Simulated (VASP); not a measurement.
# InP (F-43m) in VASP: a series of runs

InP is run at these levels: PBE; tasks: single point.

All numbers are computed with VASP 6.6.1; they aren't measurements. Logs are shortened: lines on timing, memory, paths and dates and some standing lists are left out, and cuts for length are marked.

## Step 1: The cell of the first run

Symmetry: F-43m, No. 216, cubic system. The conventional cell has a = 5.861 Å, b = 5.861 Å, c = 5.861 Å, α = 90.00°, β = 90.00°, γ = 90.00°. Within 3.3 Å of In (site symmetry -43m) lie 4 P at 2.54 Å. P (site symmetry -43m) has 4 In at 2.54 Å within 3.3 Å.

## Step 2: Single point, PBE

INCAR reads:

```
SYSTEM = InP
PREC = Accurate
ENCUT = 520
EDIFF = 1E-6
ISMEAR = -1
SIGMA = 0.04
LREAL = .FALSE.
LASPH = .TRUE.
NELM = 80
ALGO = Normal
ISIF = 2
LWAVE = .FALSE.
LCHARG = .TRUE.
GGA = PE
LELF = .TRUE.
LVHAR = .TRUE.
NBANDS = 16
```

KPOINTS reads:

```
Automatic mesh
0
G
  3 3 3
  0 0 0
```

POSCAR reads:

```
InP
1.0
    0.0000000000      2.9305000000      2.9305000000
    2.9305000000      0.0000000000      2.9305000000
    2.9305000000      2.9305000000      0.0000000000
In P
1 1
Direct
    0.0000000000      0.0000000000      0.0000000000
    0.7500000000      0.7500000000      0.7500000000
```

Potentials or basis: VASP PAW PBE potentials, release 64 (In_d, P).

On the command line:

```bash
cat potpaw_PBE.64/In_d/POTCAR potpaw_PBE.64/P/POTCAR > POTCAR
mpirun -np 1 vasp_std > vasp.out
```

OUTCAR:

```text
SYSTEM = InP
   PREC = Accurate
   ENCUT = 520
   EDIFF = 1E-6
   ISMEAR = -1
   LREAL = .FALSE.
   LASPH = .TRUE.
   NELM = 80
   ISIF = 2
   GGA = PE

 ion  position               nearest neighbor table
   1  0.000  0.000  0.000-   2 2.54   2 2.54   2 2.54   2 2.54
   2  0.750  0.750  0.750-   1 2.54   1 2.54   1 2.54   1 2.54

  LATTYP: Found a face centered cubic cell.
 ALAT       =     5.8610000000

  Lattice vectors:

 A1 = (   0.0000000000,   2.9305000000,   2.9305000000)
 A2 = (   2.9305000000,   0.0000000000,   2.9305000000)
 A3 = (   2.9305000000,   2.9305000000,   0.0000000000)

Analysis of symmetry for initial positions (statically):
=====================================================================
 Subroutine PRICEL returns:
 Original cell was already a primitive cell.

 Routine SETGRP: Setting up the symmetry group for a
 face centered cubic supercell.

 Subroutine GETGRP returns: Found 24 space group operations
 (whereof 24 operations were pure point group operations)
 out of a pool of 48 trial point group operations.

The static configuration has the point symmetry T_d .

Analysis of symmetry for dynamics (positions and initial velocities):
=====================================================================
 Subroutine PRICEL returns:
 Original cell was already a primitive cell.

 Routine SETGRP: Setting up the symmetry group for a
 face centered cubic supercell.

 Subroutine GETGRP returns: Found 24 space group operations
 (whereof 24 operations were pure point group operations)
 out of a pool of 48 trial point group operations.

The dynamic configuration has the point symmetry T_d .

 Subroutine INISYM returns: Found 24 space group operations
 (whereof 24 operations are pure point group operations),
 and found     1 'primitive' translations

----------------------------------------------------------------------------------------

                                     Primitive cell

  volume of cell :      50.3333

  direct lattice vectors                    reciprocal lattice vectors
     0.000000000  2.930500000  2.930500000    -0.170619348  0.170619348  0.170619348
     2.930500000  0.000000000  2.930500000     0.170619348 -0.170619348  0.170619348
     2.930500000  2.930500000  0.000000000     0.170619348  0.170619348 -0.170619348

  length of vectors
     4.144352845  4.144352845  4.144352845     0.295521380  0.295521380  0.295521380

  position of ions in fractional coordinates (direct lattice)
     0.000000000  0.000000000  0.000000000
     0.750000000  0.750000000  0.750000000

  ion indices of the primitive-cell ions
   primitive index   ion index
                 1           1
                 2           2

----------------------------------------------------------------------------------------

 KPOINTS: Automatic mesh

Automatic generation of k-mesh.
 Grid dimensions read from file:
 generate k-points for:    3    3    3

 Generating k-lattice:

  Cartesian coordinates                     Fractional coordinates (reciprocal lattice)
    -0.056873116  0.056873116  0.056873116     0.333333333  0.000000000  0.000000000
     0.056873116 -0.056873116  0.056873116     0.000000000  0.333333333  0.000000000
     0.056873116  0.056873116 -0.056873116     0.000000000  0.000000000  0.333333333

  Length of vectors
     0.098507127  0.098507127  0.098507127

  Shift w.r.t. Gamma in fractional coordinates (k-lattice)
     0.000000000  0.000000000  0.000000000

 Subroutine IBZKPT returns following result:
 ===========================================

 Found      4 irreducible k-points:

 Following reciprocal coordinates:
            Coordinates               Weight
  0.000000  0.000000  0.000000      1.000000
  0.333333  0.000000  0.000000      8.000000
  0.333333  0.333333  0.000000      6.000000
 -0.333333  0.333333  0.000000     12.000000
   k-points           NKPTS =      4   k-points in BZ     NKDIM =      4   number of bands    NBANDS=     16
   number of dos      NEDOS =    301   number of ions     NIONS =      2
   total plane-waves  NPLWV =  32768
   dimension x,y,z NGX =    32 NGY =   32 NGZ =   32
   dimension x,y,z NGXF=    64 NGYF=   64 NGZF=   64
   ions per type =               1   1
   NGX,Y,Z   is equivalent  to a cutoff of  12.84, 12.84, 12.84 a.u.
   NGXF,Y,Z  is equivalent  to a cutoff of  25.67, 25.67, 25.67 a.u.
 SYSTEM =  InP
   PREC   = accura    normal or accurate (medium, high low for compatibility)
   ISTART =      0    job   : 0-new  1-cont  2-samecut
   ICHARG =      2    charge: 1-file 2-atom 10-const
   ISPIN  =      1    spin polarized calculation?
   LNONCOLLINEAR =      F non collinear calculations
   LSORBIT =      F    spin-orbit coupling
   LASPH  =      T    aspherical Exc in radial PAW
   ENCUT  =  520.0 eV  38.22 Ry    6.18 a.u.   7.71  7.71  7.71*2*pi/ulx,y,z
   NELM   =     80;   NELMIN=  2; NELMDL= -5     # of ELM steps
   EDIFF  = 0.1E-05   stopping-criterion for ELM
   LREAL  =      F    real-space projection
   EDIFFG = 0.1E-04   stopping-criterion for IOM
   NSW    =      0    number of steps for IOM
   IBRION =     -1    ionic relax: 0-MD 1-quasi-New 2-CG
   NFREE  =      0    steps in history (QN), initial steepest desc. (CG)
   ISIF   =      2    stress and relaxation
   ISYM   =      2    0-nonsym 1-usesym 2-fastsym
   POTIM  = 0.5000    time-step for ionic-motion
   TEBEG  =    0.0;   TEEND  =   0.0 temperature during run
   PSTRESS=    0.0 pullay stress
   NELECT =      18.0000    total number of electrons
   NUPDOWN=      -1.0000    fix difference up-down
   EMIN   =  10.00;   EMAX   =-10.00  energy-range for DOS
   EFERMI =   0.00;   METHOD = LEGACY
   ISMEAR =    -1;   SIGMA  =   0.04  broadening in eV -4-tet -1-fermi 0-gaus
   EFERMI_NEDOS =   21; number of points for ismear=-14 and -15
   IALGO  =     38    algorithm
   IMIX   =      4    mixing-type and parameters
     AMIX     =   0.40;   BMIX     =  1.00
     AMIX_MAG =   1.60;   BMIX_MAG =  1.00
  volume/ion in A,a.u.               =      25.17       169.83
  Fermi-wavevector in a.u.,A,eV,Ry     =   1.162021  2.195901 18.371846  1.350293
  Thomas-Fermi vector in A             =   2.298587
   LORBIT       =      0    0 simple, 1 ext, 2 COOP (PROOUT), +10 PAW based schemes
   GGA     = PE    functional components
   LHFCALC =     F    Hartree Fock is set to
   AEXX    =    0.0000 exact exchange contribution
   IVDW    =     0    specifies the selected vdW correction
   LEPSILON=     F    determine dielectric tensor
   LRPA    =     F    only Hartree local field effects (RPA)
 non-spin polarized calculation
  energy-cutoff  :      520.00
  volume of cell :       50.33
 maximum number of plane-waves:      1363
   NGX = 15   NGY = 15   NGZ = 15

 number of electron      18.0000005 magnetization

 Free energy of the ion-electron system (eV)
  ---------------------------------------------------
  ext. energy  EPLUGINS =         0.00000000
  ---------------------------------------------------
  free energy    TOTEN  =        -7.98360636 eV

  energy without entropy =       -7.98358583  energy(sigma->0) =       -7.98359609

 E-fermi :   5.6727     XC(G=0):  -9.2250

 val. band max:        5.3122895182   @ k =   0.0000   0.0000   0.0000
 cond. band min:       5.9892054237   @ k =   0.0000   0.0000   0.0000
 fundamental gap:      0.6769159054
 Fermi energy:         5.6727245384

 k-point     1 :       0.0000    0.0000    0.0000
  band No.  band energies     occupation
      1      -9.0035      2.00000
      2      -9.0035      2.00000
      3      -9.0035      2.00000
      4      -8.8574      2.00000
      5      -8.8574      2.00000
      6      -6.2198      2.00000
      7       5.3123      1.99976
      8       5.3123      1.99976
      9       5.3123      1.99976
     10       5.9892      0.00073
     11       9.3179      0.00000
     12       9.3179      0.00000
     13       9.3179      0.00000
     14      13.8559      0.00000
     15      14.6952      0.00000
     16      14.6952      0.00000

 k-point     2 :       0.3333    0.0000    0.0000
  band No.  band energies     occupation
      1      -9.0887      2.00000
      2      -8.9719      2.00000
      3      -8.9719      2.00000
      4      -8.8502      2.00000
      5      -8.8502      2.00000
      6      -5.0946      2.00000
      7       0.7031      2.00000
      8       4.5222      2.00000
      9       4.5222      2.00000
     10       6.9143      0.00000
     11      10.1043      0.00000
     12      10.1043      0.00000
     13      11.5670      0.00000
     14      14.1611      0.00000
     15      14.3492      0.00000
     16      14.3492      0.00000

 k-point     3 :       0.3333    0.3333    0.0000
  band No.  band energies     occupation
      1      -9.1419      2.00000
      2      -8.9268      2.00000
      3      -8.9268      2.00000
      4      -8.8938      2.00000
      5      -8.8312      2.00000
      6      -4.7118      2.00000
      7       0.8189      2.00000
      8       3.3859      2.00000
      9       3.3859      2.00000
     10       7.2930      0.00000
     11       8.1146      0.00000
     12      12.8563      0.00000
     13      12.8563      0.00000
     14      12.9539      0.00000
     15      15.5803      0.00000
     16      18.6302      0.00000

 k-point     4 :      -0.3333    0.3333    0.0000
  band No.  band energies     occupation
      1      -9.1380      2.00000
      2      -8.9437      2.00000
      3      -8.9249      2.00000
      4      -8.8709      2.00000
      5      -8.8453      2.00000
      6      -3.9685      2.00000
      7      -0.2217      2.00000
      8       1.8845      2.00000
      9       3.6191      2.00000
     10       7.8649      0.00000
     11      10.3733      0.00000
     12      12.0443      0.00000
     13      12.4010      0.00000
     14      13.2175      0.00000
     15      14.4697      0.00000
     16      18.4248      0.00000

------------------------ aborting loop because EDIFF is reached ----------------------------------------

  FORCE on cell =-STRESS in cart. coord.  units (eV):
  Direction    XX          YY          ZZ          XY          YZ          ZX
  --------------------------------------------------------------------------------------
  -------------------------------------------------------------------------------------
  Total        1.3009861      1.3009861      1.3009861      0.0000000      0.0000000     -0.0000000
  in kB       41.4121770     41.4121770     41.4121770      0.0000000      0.0000000     -0.0000000
  external PRESSURE =      41.4121770 kB  Pullay stress =       0.0000000 kB

 VOLUME and BASIS-vectors are now :
 -----------------------------------------------------------------------------
  energy-cutoff  :      520.00
  volume of cell :       50.33
      direct lattice vectors                 reciprocal lattice vectors
     0.000000000  2.930500000  2.930500000    -0.170619348  0.170619348  0.170619348
     2.930500000  0.000000000  2.930500000     0.170619348 -0.170619348  0.170619348
     2.930500000  2.930500000  0.000000000     0.170619348  0.170619348 -0.170619348

 POSITION                                       TOTAL-FORCE (eV/Angst)
 -----------------------------------------------------------------------------------
      0.00000      0.00000      0.00000         0.000000      0.000000      0.000000
      4.39575      4.39575      4.39575        -0.000000     -0.000000     -0.000000
 -----------------------------------------------------------------------------------
    total drift:                                0.000000      0.000000      0.000000

  FREE ENERGIE OF THE ION-ELECTRON SYSTEM (eV)
  ---------------------------------------------------
  free  energy   TOTEN  =        -7.9836063583 eV

  energy  without entropy=       -7.9835858271  energy(sigma->0) =       -7.98359609
```

Run time: 5.3 s. Hardware: 1 thread of Intel Xeon Platinum 8259CL at 2.50GHz (Skylake/Cascade Lake), shared host; peak memory 0.17 GiB.

Results:

| Item | Value |
| --- | --- |
| Free energy | -7.9836 eV |
| Pressure | 4.1 GPa |
| Band gap on the k mesh | 0.68 eV |

Caveat: the k points lie up to 0.62 Å⁻¹ apart; semilocal functionals underestimate gaps, and a narrow one can read as zero; spin-orbit coupling is left out, which moves the levels of the heavy elements. A hybrid or GW would open this gap; PBE tends to underestimate it.

## Step 3: Single point, PBE

INCAR reads:

```
SYSTEM = InP
  PREC = Accurate
  ENCUT = 520
  EDIFF = 1E-6
  ISMEAR = 0
  SIGMA = 0.020999999999999998
  LREAL = .False.
  LASPH = .True.
  NELM = 60
  ALGO = Normal
  ISIF = 2
  LWAVE = .False.
  LCHARG = .True.
  GGA = PE
  LELF = .True.
  LVHAR = .True.
  NBANDS = 16
```

KPOINTS reads:

```
regular mesh
0
Gamma
  8 8 8
  0 0 0
```

POSCAR is that of step 2.

Potentials or basis: VASP PAW PBE potentials, release 64 (In_d, P).

On the command line:

```bash
cat potpaw_PBE.64/In_d/POTCAR potpaw_PBE.64/P/POTCAR > POTCAR
mpirun -np 1 vasp_std > vasp.out
```

It took 14 s on 1 thread of Intel Xeon Platinum 8259CL at 2.50GHz (Skylake/Cascade Lake), shared host; peak memory 0.18 GiB.

It converged, with:

```yaml
Free_energy: -8.3808 eV
Pressure: 3.3 GPa
Band_gap_on_the_k_mesh: 0.71 eV
```

Levels at points of the mesh, in eV from the valence-band top:
| k point | band 7 | band 8 | band 9 | band 10 | band 11 | band 12 |
| --- | --- | --- | --- | --- | --- | --- |
| (0.00, 0.00, 0.00) | 0.00 | 0.00 | 0.00 | 0.71 | 4.09 | 4.09 |
| (0.50, 0.00, 0.00) | -5.73 | -0.97 | -0.97 | 1.50 | 4.81 | 4.81 |
| (0.50, 0.50, 0.00) | -5.75 | -2.32 | -2.32 | 1.76 | 2.27 | 9.21 |

Caveat: the cell stands under pressure; semilocal functionals underestimate gaps, and a narrow one can read as zero; spin-orbit coupling is left out, which moves the levels of the heavy elements.

## Step 4: Single point, PBE

INCAR reads:

```
SYSTEM = InP
  PREC = Accurate
  ENCUT = 520
  EDIFF = 1E-7
  ISMEAR = 0
  SIGMA = 0.026000000000000002
  LREAL = .False.
  LASPH = .True.
  NELM = 100
  ALGO = Normal
  ISIF = 2
  LWAVE = .False.
  LCHARG = .False.
  GGA = PE
  NBANDS = 16
```

KPOINTS is that of step 3.

POSCAR is that of step 3.

On the command line:

```bash
cat potpaw_PBE.64/In_d/POTCAR potpaw_PBE.64/P/POTCAR > POTCAR
mpirun -np 1 vasp_std > vasp.out
```

Wall time 18 s (1 thread of Intel Xeon Platinum 8259CL at 2.50GHz (Skylake/Cascade Lake), shared host); peak memory 0.18 GiB.

It converged, with:

- Free energy: -8.3808 eV
- Pressure: 3.3 GPa
- Band gap on the k mesh: 0.71 eV

Levels at points of the mesh, in eV from the valence-band top:
```
           k point  band 7  band 8  band 9  band 10  band 11  band 12
(0.00, 0.00, 0.00)    0.00    0.00    0.00     0.71     4.09     4.09
(0.50, 0.00, 0.00)   -5.73   -0.97   -0.97     1.50     4.81     4.81
(0.50, 0.50, 0.00)   -5.75   -2.32   -2.32     1.76     2.27     9.21
```

Caveat: the cell stands under pressure; semilocal functionals underestimate gaps, and a narrow one can read as zero; spin-orbit coupling is left out, which moves the levels of the heavy elements.

## Step 5: Summary

```csv
k mesh,smearing,gap on the mesh (eV),pressure (GPa)
3 × 3 × 3,fermi-dirac 0.04 eV,0.68,4.1
8 × 8 × 8,gaussian 0.021 eV,0.71,3.3
8 × 8 × 8,gaussian 0.026 eV,0.71,3.3
```

Alike in all rows: task single point; level PBE; potentials or basis VASP PAW PBE potentials, release 64 (In_d, P); no spin polarisation; cell as given; cutoff (eV) 520.

Caveats: some runs use coarse meshes; semilocal functionals underestimate gaps, and a narrow one can read as zero; spin-orbit coupling is left out, which moves the levels of the heavy elements; the cell stands under pressure (at least some runs).

Absolute energies hang on the potentials; compare differences alone.
